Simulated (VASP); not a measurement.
# Bi (P6_3/mmc) in VASP: further runs

Bi is run at these levels: PBEsol; tasks: single point, relaxation of shape and atoms at fixed volume.

All numbers are computed with VASP 6.6.1; they aren't measurements. Logs are shortened: lines on timing, memory, paths and dates and some standing lists are left out, and cuts for length are marked.

## (1) The cell of the first run

The structure is hexagonal, space group P6_3/mmc (No. 194). The conventional cell has a = 3.322 Å, b = 3.322 Å, c = 5.553 Å, α = 90.00°, β = 90.00°, γ = 120.00°. Within 4.4 Å of Bi (site symmetry -6m2) lie 12 Bi at 3.32 to 3.37 Å.

## (2) Single point, PBEsol

INCAR

```
PREC = Accurate ; ENCUT = 520
EDIFF = 1E-6 ; ISMEAR = -1
SIGMA = 0.1 ; LREAL = False
LASPH = True ; NELM = 80
ALGO = Normal ; ISIF = 2
LWAVE = False ; LCHARG = False
GGA = PS ; NBANDS = 22
```

KPOINTS

```
regular mesh
0
Gamma
  12 12 7
```

POSCAR

```
Bi
1.0
    3.3217816452      0.0000000000      0.0000000000
   -1.6608908226      2.8767472906      0.0000000000
    0.0000000000      0.0000000000      5.5534298496
Bi
2
Direct
    0.3333333333      0.6666666667      0.2500000000
    0.6666666667      0.3333333333      0.7500000000
```

Potentials or basis: VASP PAW PBE potentials, release 64 (Bi_d).

On the command line:

```console
> cat potpaw_PBE.64/Bi_d/POTCAR > POTCAR
> mpirun -np 1 vasp_std > vasp.out
```

OUTCAR:

```text
PREC = Accurate
   ENCUT = 520
   EDIFF = 1E-6
   ISMEAR = -1
   LREAL = False
   LASPH = True
   NELM = 80
   ISIF = 2
   GGA = PS

 ion  position               nearest neighbor table
   1  0.333  0.667  0.250-   2 3.37   2 3.37   2 3.37   2 3.37   2 3.37   2 3.37
   2  0.667  0.333  0.750-   1 3.37   1 3.37   1 3.37   1 3.37   1 3.37   1 3.37

  LATTYP: Found a hexagonal cell.
 ALAT       =     3.3217816452
 C/A-ratio  =     1.6718226671

  Lattice vectors:

 A1 = (   3.3217816452,   0.0000000000,   0.0000000000)
 A2 = (  -1.6608908226,   2.8767472906,   0.0000000000)
 A3 = (   0.0000000000,   0.0000000000,   5.5534298496)

Analysis of symmetry for initial positions (statically):
=====================================================================
 Subroutine PRICEL returns:
 Original cell was already a primitive cell.

 Routine SETGRP: Setting up the symmetry group for a
 hexagonal supercell.

 Subroutine GETGRP returns: Found 24 space group operations
 (whereof 12 operations were pure point group operations)
 out of a pool of 24 trial point group operations.

The static configuration has the point symmetry D_3d.
 The point group associated with its full space group is D_6h.

Analysis of symmetry for dynamics (positions and initial velocities):
=====================================================================
 Subroutine PRICEL returns:
 Original cell was already a primitive cell.

 Routine SETGRP: Setting up the symmetry group for a
 hexagonal supercell.

 Subroutine GETGRP returns: Found 24 space group operations
 (whereof 12 operations were pure point group operations)
 out of a pool of 24 trial point group operations.

The dynamic configuration has the point symmetry D_3d.
 The point group associated with its full space group is D_6h.

 Subroutine INISYM returns: Found 24 space group operations
 (whereof 12 operations are pure point group operations),
 and found     1 'primitive' translations

----------------------------------------------------------------------------------------

                                     Primitive cell

  volume of cell :      53.0682

  direct lattice vectors                    reciprocal lattice vectors
     3.321781645  0.000000000  0.000000000     0.301043267  0.173807411  0.000000000
    -1.660890823  2.876747291  0.000000000     0.000000000  0.347614823  0.000000000
     0.000000000  0.000000000  5.553429850     0.000000000  0.000000000  0.180068899

  length of vectors
     3.321781645  3.321781645  5.553429850     0.347614823  0.347614823  0.180068899

  position of ions in fractional coordinates (direct lattice)
     0.333333333  0.666666667  0.250000000
     0.666666667  0.333333333  0.750000000

  ion indices of the primitive-cell ions
   primitive index   ion index
                 1           1
                 2           2

----------------------------------------------------------------------------------------

 KPOINTS: regular mesh

Automatic generation of k-mesh.
 Grid dimensions read from file:
 generate k-points for:   12   12    7

 Generating k-lattice:

  Cartesian coordinates                     Fractional coordinates (reciprocal lattice)
     0.025086939  0.014483951  0.000000000     0.083333333  0.000000000  0.000000000
     0.000000000  0.028967902  0.000000000     0.000000000  0.083333333  0.000000000
     0.000000000  0.000000000  0.025724128     0.000000000  0.000000000  0.142857143

  Length of vectors
     0.028967902  0.028967902  0.025724128

  Shift w.r.t. Gamma in fractional coordinates (k-lattice)
     0.000000000  0.000000000  0.000000000

 Subroutine IBZKPT returns following result:
 ===========================================

 Found     76 irreducible k-points:

 Following reciprocal coordinates:
            Coordinates               Weight
  0.000000  0.000000  0.000000      1.000000
  0.083333  0.000000  0.000000      6.000000
  0.166667  0.000000  0.000000      6.000000
  0.250000  0.000000  0.000000      6.000000
  0.333333  0.000000  0.000000      6.000000
  0.416667  0.000000  0.000000      6.000000
[... 16 lines left out ...]
  0.250000  0.000000  0.142857     12.000000
  0.333333  0.000000  0.142857     12.000000
 [... further k-points ...]
   k-points           NKPTS =     76   k-points in BZ     NKDIM =     76   number of bands    NBANDS=     22
   number of dos      NEDOS =    301   number of ions     NIONS =      2
   total plane-waves  NPLWV =  32928
   dimension x,y,z NGX =    28 NGY =   28 NGZ =   42
   dimension x,y,z NGXF=    56 NGYF=   56 NGZF=   84
   ions per type =               2
   NGX,Y,Z   is equivalent  to a cutoff of  14.01, 14.01, 12.57 a.u.
   NGXF,Y,Z  is equivalent  to a cutoff of  28.03, 28.03, 25.15 a.u.
 SYSTEM =  unknown system
   PREC   = accura    normal or accurate (medium, high low for compatibility)
   ISTART =      0    job   : 0-new  1-cont  2-samecut
   ICHARG =      2    charge: 1-file 2-atom 10-const
   ISPIN  =      1    spin polarized calculation?
   LNONCOLLINEAR =      F non collinear calculations
   LSORBIT =      F    spin-orbit coupling
   LASPH  =      T    aspherical Exc in radial PAW
   ENCUT  =  520.0 eV  38.22 Ry    6.18 a.u.   6.18  6.18 10.33*2*pi/ulx,y,z
   NELM   =     80;   NELMIN=  2; NELMDL= -5     # of ELM steps
   EDIFF  = 0.1E-05   stopping-criterion for ELM
   LREAL  =      F    real-space projection
   EDIFFG = 0.1E-04   stopping-criterion for IOM
   NSW    =      0    number of steps for IOM
   IBRION =     -1    ionic relax: 0-MD 1-quasi-New 2-CG
   NFREE  =      0    steps in history (QN), initial steepest desc. (CG)
   ISIF   =      2    stress and relaxation
   ISYM   =      2    0-nonsym 1-usesym 2-fastsym
   POTIM  = 0.5000    time-step for ionic-motion
   TEBEG  =    0.0;   TEEND  =   0.0 temperature during run
   PSTRESS=    0.0 pullay stress
   NELECT =      30.0000    total number of electrons
   NUPDOWN=      -1.0000    fix difference up-down
   EMIN   =  10.00;   EMAX   =-10.00  energy-range for DOS
   EFERMI =   0.00;   METHOD = LEGACY
   ISMEAR =    -1;   SIGMA  =   0.10  broadening in eV -4-tet -1-fermi 0-gaus
   EFERMI_NEDOS =   21; number of points for ismear=-14 and -15
   IALGO  =     38    algorithm
   IMIX   =      4    mixing-type and parameters
     AMIX     =   0.40;   BMIX     =  1.00
     AMIX_MAG =   1.60;   BMIX_MAG =  1.00
  volume/ion in A,a.u.               =      26.53       179.06
  Fermi-wavevector in a.u.,A,eV,Ry     =   1.353642  2.558013 24.930598  1.832347
  Thomas-Fermi vector in A             =   2.480880
   LORBIT       =      0    0 simple, 1 ext, 2 COOP (PROOUT), +10 PAW based schemes
   GGA     = PS    functional components
   LHFCALC =     F    Hartree Fock is set to
   AEXX    =    0.0000 exact exchange contribution
   IVDW    =     0    specifies the selected vdW correction
   LEPSILON=     F    determine dielectric tensor
   LRPA    =     F    only Hartree local field effects (RPA)
 non-spin polarized calculation
  energy-cutoff  :      520.00
  volume of cell :       53.07
 maximum number of plane-waves:      1448
 NGX is ok and might be reduce to    28

 number of electron      30.0000004 magnetization

 Free energy of the ion-electron system (eV)
  ---------------------------------------------------
  ext. energy  EPLUGINS =         0.00000000
  ---------------------------------------------------
  free energy    TOTEN  =        -8.22778058 eV

  energy without entropy =       -8.18831759  energy(sigma->0) =       -8.20804909

 E-fermi :   9.9730     XC(G=0): -11.2217

 val. band max:        9.9678551706   @ k =   0.3333   0.0000   0.4286
 cond. band min:      10.0176862136   @ k =   0.5000   0.0000   0.0000
 fundamental gap:      0.0498310429
 Fermi energy:         9.9729895751

 k-point     1 :       0.0000    0.0000    0.0000
  band No.  band energies     occupation
      1     -13.1979      2.00000
      2     -13.1918      2.00000
      3     -13.1641      2.00000
      4     -13.1641      2.00000
      5     -13.1489      2.00000
      6     -13.1489      2.00000
[... 14 lines left out ...]
     21      20.6948      0.00000
     22      20.7939      0.00000

 k-point     2 :       0.0833    0.0000    0.0000
  band No.  band energies     occupation
      1     -13.1994      2.00000
      2     -13.1863      2.00000
      3     -13.1583      2.00000
      4     -13.1484      2.00000
      5     -13.1439      2.00000
      6     -13.1335      2.00000
[... 14 lines left out ...]
     21      20.0261      0.00000
     22      20.7976      0.00000

 k-point     3 :       0.1667    0.0000    0.0000
  band No.  band energies     occupation
      1     -13.2201      2.00000
      2     -13.1629      2.00000
      3     -13.1567      2.00000
      4     -13.1165      2.00000
      5     -13.1079      2.00000
      6     -13.1078      2.00000
[... 14 lines left out ...]
     21      19.8273      0.00000
     22      20.1454      0.00000

 k-point     4 :       0.2500    0.0000    0.0000
  band No.  band energies     occupation
      1     -13.2496      2.00000
      2     -13.1685      2.00000
      3     -13.1463      2.00000
      4     -13.1249      2.00000
      5     -13.1240      2.00000
      6     -13.0524      2.00000
[... 14 lines left out ...]
     21      19.6690      0.00000
     22      19.6831      0.00000

 k-point     5 :       0.3333    0.0000    0.0000
  band No.  band energies     occupation
      1     -13.2778      2.00000
      2     -13.1812      2.00000
      3     -13.1782      2.00000
      4     -13.1409      2.00000
      5     -13.0864      2.00000
      6     -13.0487      2.00000
[... 417 lines left out ...]
 k-point    22 :       0.1667    0.0000    0.1429
  band No.  band energies     occupation
      1     -13.2180      2.00000
      2     -13.1688      2.00000
      3     -13.1634      2.00000
      4     -13.1240      2.00000
      5     -13.1215      2.00000
      6     -13.0945      2.00000
[... 14 lines left out ...]
     21      19.0156      0.00000
     22      20.9200      0.00000

 k-point    23 :       0.2500    0.0000    0.1429
  band No.  band energies     occupation
      1     -13.2466      2.00000
      2     -13.1762      2.00000
      3     -13.1619      2.00000
      4     -13.1197      2.00000
      5     -13.1044      2.00000
      6     -13.0626      2.00000
[... 14 lines left out ...]
     21      18.6271      0.00000
     22      20.6480      0.00000

 k-point    24 :       0.3333    0.0000    0.1429
  band No.  band energies     occupation
      1     -13.2739      2.00000
      2     -13.1917      2.00000
      3     -13.1823      2.00000
      4     -13.1325      2.00000
      5     -13.0812      2.00000
      6     -13.0585      2.00000
[... 14 lines left out ...]
     21      18.7801      0.00000
     22      20.2410      0.00000

 [... further k-points ...]
[... 5 lines left out ...]
  --------------------------------------------------------------------------------------
  -------------------------------------------------------------------------------------
  Total        3.3948788      3.3948788      3.3899977      0.0000000      0.0000000      0.0000000
  in kB      102.4945487    102.4945487    102.3471850      0.0000000      0.0000000      0.0000000
  external PRESSURE =     102.4454275 kB  Pullay stress =       0.0000000 kB

 VOLUME and BASIS-vectors are now :
 -----------------------------------------------------------------------------
  energy-cutoff  :      520.00
  volume of cell :       53.07
      direct lattice vectors                 reciprocal lattice vectors
     3.321781645  0.000000000  0.000000000     0.301043267  0.173807411  0.000000000
    -1.660890823  2.876747291  0.000000000     0.000000000  0.347614823  0.000000000
     0.000000000  0.000000000  5.553429850     0.000000000  0.000000000  0.180068899

 POSITION                                       TOTAL-FORCE (eV/Angst)
 -----------------------------------------------------------------------------------
     -0.00000      1.91783      1.38836        -0.000000      0.000000      0.000000
      1.66089      0.95892      4.16507         0.000000      0.000000      0.000000
 -----------------------------------------------------------------------------------
    total drift:                               -0.000000      0.000000      0.000000

  FREE ENERGIE OF THE ION-ELECTRON SYSTEM (eV)
  ---------------------------------------------------
  free  energy   TOTEN  =        -8.2277805806 eV

  energy  without entropy=       -8.1883175908  energy(sigma->0) =       -8.20804909
```

Run time: 56 s. Hardware: 1 thread of Intel Xeon Platinum 8259CL at 2.50GHz (Skylake/Cascade Lake), shared host; peak memory 0.21 GiB.

Results:

| Quantity | Value |
| --- | --- |
| Free energy | -8.2278 eV |
| Pressure | 10.2 GPa |
| Band gap on the k mesh | zero (band 15 reaches 15.00 eV, above the bottom of band 16 at 6.90 eV) |

Caveat: the PAW data sets were made with another functional, which shifts forces and pressure a little; spin-orbit coupling is left out, which moves the levels of the heavy elements.

## (3) Single point, PBEsol

INCAR

```
SYSTEM = Bi
ALGO     = Normal         ! electronic algorithm
EDIFF    = 1E-6           ! SCF threshold, eV
ENCUT    = 520            ! plane-wave cutoff, eV
GGA      = PS             ! functional
ISIF     = 2              ! what is computed and relaxed
ISMEAR   = -1             ! smearing method
LASPH    = .TRUE.         ! aspherical terms in the spheres
LCHARG   = .FALSE.        ! write CHGCAR
LREAL    = .FALSE.        ! projectors in reciprocal space
LWAVE    = .FALSE.        ! write WAVECAR
NBANDS   = 22             ! bands
NELM     = 80             ! most SCF steps
PREC     = Accurate       ! precision mode
SIGMA    = 0.1            ! smearing width, eV
```

KPOINTS

```
k-points
0
G
  12 12 7
  0 0 0
```

POSCAR is that of step 2.

Potentials or basis: VASP PAW PBE potentials, release 64 (Bi_d).

On the command line:

```console
> cat potpaw_PBE.64/Bi_d/POTCAR > POTCAR
> mpirun -np 1 vasp_std > vasp.out
```

OUTCAR:

```text
SYSTEM = Bi
   EDIFF = 1E-6
   ENCUT = 520
   GGA = PS
   ISIF = 2
   ISMEAR = -1
   LASPH = .TRUE.
   LREAL = .FALSE.
   NELM = 80
   PREC = Accurate

 ion  position               nearest neighbor table
   1  0.333  0.667  0.250-   2 3.37   2 3.37   2 3.37   2 3.37   2 3.37   2 3.37
   2  0.667  0.333  0.750-   1 3.37   1 3.37   1 3.37   1 3.37   1 3.37   1 3.37

  LATTYP: Found a hexagonal cell.
 ALAT       =     3.3217816452
 C/A-ratio  =     1.6718226671

  Lattice vectors:

 A1 = (   3.3217816452,   0.0000000000,   0.0000000000)
 A2 = (  -1.6608908226,   2.8767472906,   0.0000000000)
 A3 = (   0.0000000000,   0.0000000000,   5.5534298496)

Analysis of symmetry for initial positions (statically):
=====================================================================
 Subroutine PRICEL returns:
 Original cell was already a primitive cell.

 Routine SETGRP: Setting up the symmetry group for a
 hexagonal supercell.

 Subroutine GETGRP returns: Found 24 space group operations
 (whereof 12 operations were pure point group operations)
 out of a pool of 24 trial point group operations.
[... 154 lines left out ...]

 number of electron      30.0000004 magnetization

 Free energy of the ion-electron system (eV)
  ---------------------------------------------------
  ext. energy  EPLUGINS =         0.00000000
  ---------------------------------------------------
  free energy    TOTEN  =        -8.22778058 eV

  energy without entropy =       -8.18831759  energy(sigma->0) =       -8.20804909

 E-fermi :   9.9730     XC(G=0): -11.2217

 val. band max:        9.9678551706   @ k =   0.3333   0.0000   0.4286
 cond. band min:      10.0176862136   @ k =   0.5000   0.0000   0.0000
 fundamental gap:      0.0498310429
 Fermi energy:         9.9729895751

 k-point     1 :       0.0000    0.0000    0.0000
  band No.  band energies     occupation
      1     -13.1979      2.00000
      2     -13.1918      2.00000
      3     -13.1641      2.00000
      4     -13.1641      2.00000
      5     -13.1489      2.00000
      6     -13.1489      2.00000
[... 589 lines left out ...]
     21      18.7801      0.00000
     22      20.2410      0.00000

 [... further k-points ...]
[... 5 lines left out ...]
  --------------------------------------------------------------------------------------
  -------------------------------------------------------------------------------------
  Total        3.3948788      3.3948788      3.3899977      0.0000000      0.0000000      0.0000000
  in kB      102.4945487    102.4945487    102.3471850      0.0000000      0.0000000      0.0000000
  external PRESSURE =     102.4454275 kB  Pullay stress =       0.0000000 kB

 VOLUME and BASIS-vectors are now :
 -----------------------------------------------------------------------------
  energy-cutoff  :      520.00
  volume of cell :       53.07
      direct lattice vectors                 reciprocal lattice vectors
     3.321781645  0.000000000  0.000000000     0.301043267  0.173807411  0.000000000
    -1.660890823  2.876747291  0.000000000     0.000000000  0.347614823  0.000000000
     0.000000000  0.000000000  5.553429850     0.000000000  0.000000000  0.180068899

 POSITION                                       TOTAL-FORCE (eV/Angst)
 -----------------------------------------------------------------------------------
     -0.00000      1.91783      1.38836        -0.000000      0.000000      0.000000
      1.66089      0.95892      4.16507         0.000000      0.000000      0.000000
 -----------------------------------------------------------------------------------
    total drift:                               -0.000000      0.000000      0.000000

  FREE ENERGIE OF THE ION-ELECTRON SYSTEM (eV)
  ---------------------------------------------------
  free  energy   TOTEN  =        -8.2277805806 eV

  energy  without entropy=       -8.1883175908  energy(sigma->0) =       -8.20804909
```

OSZICAR:

```text
N       E                     dE             d eps       ncg     rms          rms(c)
DAV:   1     0.309245183477E+03    0.30925E+03   -0.16337E+04  3350   0.181E+03
DAV:   2     0.169103687963E+02   -0.29233E+03   -0.28487E+03  3416   0.457E+02
DAV:   3    -0.741678258481E+01   -0.24327E+02   -0.23934E+02  3998   0.142E+02
DAV:   4    -0.821675358825E+01   -0.79997E+00   -0.79921E+00  4228   0.273E+01
DAV:   5    -0.824941130196E+01   -0.32658E-01   -0.32656E-01  4812   0.501E+00    0.726E-01
DAV:   6    -0.823349716575E+01    0.15914E-01   -0.24387E-02  4388   0.191E+00    0.374E-01
DAV:   7    -0.822806126394E+01    0.54359E-02   -0.11030E-02  4526   0.127E+00    0.100E-01
DAV:   8    -0.822778015429E+01    0.28111E-03   -0.73465E-04  4144   0.330E-01    0.839E-03
DAV:   9    -0.822778251623E+01   -0.23619E-05   -0.25091E-05  4984   0.415E-02    0.452E-03
DAV:  10    -0.822778058160E+01    0.19346E-05   -0.62402E-07  2524   0.895E-03    0.458E-04
DAV:  11    -0.822778058064E+01    0.95815E-09   -0.20897E-07  2308   0.639E-03
   1 F= -.82277806E+01 E0= -.82080491E+01  d E =-.394630E-01
```

stdout:

```text
POSCAR found type information on POSCAR Bi
 POSCAR found :  1 types and       2 ions
 scaLAPACK will be used
 -----------------------------------------------------------------------------
|                                                                             |
|                                                                             |
|     You enforced a specific xc type in the INCAR file but a different       |
|     I HOPE YOU KNOW WHAT YOU ARE DOING!                                     |
|                                                                             |
 -----------------------------------------------------------------------------

 LDA part: xc-table for (Slater+PW92), standard interpolation
 POSCAR, INCAR and KPOINTS ok, starting setup
 FFT: planning ... GRIDC
 FFT: planning ... GRID_SOFT
 FFT: planning ... GRID
 WAVECAR not read
 entering main loop
```

Run time: 55 s. Hardware: 1 thread of Intel Xeon Platinum 8259CL at 2.50GHz (Skylake/Cascade Lake), shared host; peak memory 0.21 GiB.

Results:

```yaml
Free_energy: -8.2278 eV
Pressure: 10.2 GPa
Band_gap_on_the_k_mesh: zero (band 15 reaches 15.00 eV, above the bottom of band 16 at 6.90 eV)
```

Caveat: the PAW data sets were made with another functional, which shifts forces and pressure a little; spin-orbit coupling is left out, which moves the levels of the heavy elements.

(Part 1 of 2 ends here.)
